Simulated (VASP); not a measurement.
Wanted: the native input for a VASP 6.6.1 run.

```yaml
Task: single point
Functional: PBE
Potentials_or_basis: VASP PAW PBE potentials, release 64 (Ta_pv, N, H)
Cutoff: 520 eV
k_mesh: 5 × 5 × 4, shifted
Occupations: gaussian, width 0.1 eV
Spin: no spin polarisation
Dipole_correction: no
Further_INCAR_settings: ALGO = Normal; EDIFF = 1e-07; NBANDS = 60
```

The structure of Ta6HN6 (a cell with a defect) lies in POSCAR:

```
Ta6HN6
1.0
    2.6129454195     -4.5257542241      0.0000000000
   -5.2258908391      0.0000000000      0.0000000000
    0.0000000000      0.0000000000     -5.8452938781
Ta N H
6 6 1
Direct
    0.3343334448      0.6681142317      0.2499995775
    0.3389346668      0.6629087541      0.7499995879
    0.6666979360      0.3342862245      0.2499995775
    0.6784796186      0.3386347450      0.7499995879
    0.9938593165      1.0022214987      0.4920120459
    0.9938593165      1.0022214987      0.0079871091
    1.0003470749      0.6065043081      0.4968976857
    1.0003470749      0.6065044994      0.0031014694
    0.3952240691      0.3943161050      0.5003426793
    0.3952240691      0.3943161050     -0.0003435242
    0.6040670493      0.0015542287      0.5006032307
    0.6040670493      0.0015544201     -0.0006040757
    0.1566355495     -0.0536553225      0.7499995879
```

The input as run:

INCAR

```
PREC = Accurate
ENCUT = 520
EDIFF = 1E-7
ISMEAR = 0
SIGMA = 0.1
LREAL = False
LASPH = True
NELM = 100
ALGO = Normal
ISIF = 2
LWAVE = False
LCHARG = True
GGA = PE
LELF = True
LVHAR = True
NBANDS = 60
```

KPOINTS

```
Automatic mesh
0
Gamma
  5 5 4
  0 0 0.5
```

Potentials or basis: VASP PAW PBE potentials, release 64 (Ta_pv, N, H).

Launch:

```bash
$ cat potpaw_PBE.64/Ta_pv/POTCAR potpaw_PBE.64/N/POTCAR potpaw_PBE.64/H/POTCAR > POTCAR
$ mpirun -np 1 vasp_std > vasp.out
```

Results of the run:

```json
{
  "Pressure": "5.5 GPa",
  "Largest force": "1.075 eV/Å"
}
```

Wall time 4.6 min on 1 thread of AMD EPYC 9R45 (Zen 5) (shared host), peak memory 0.31 GiB.
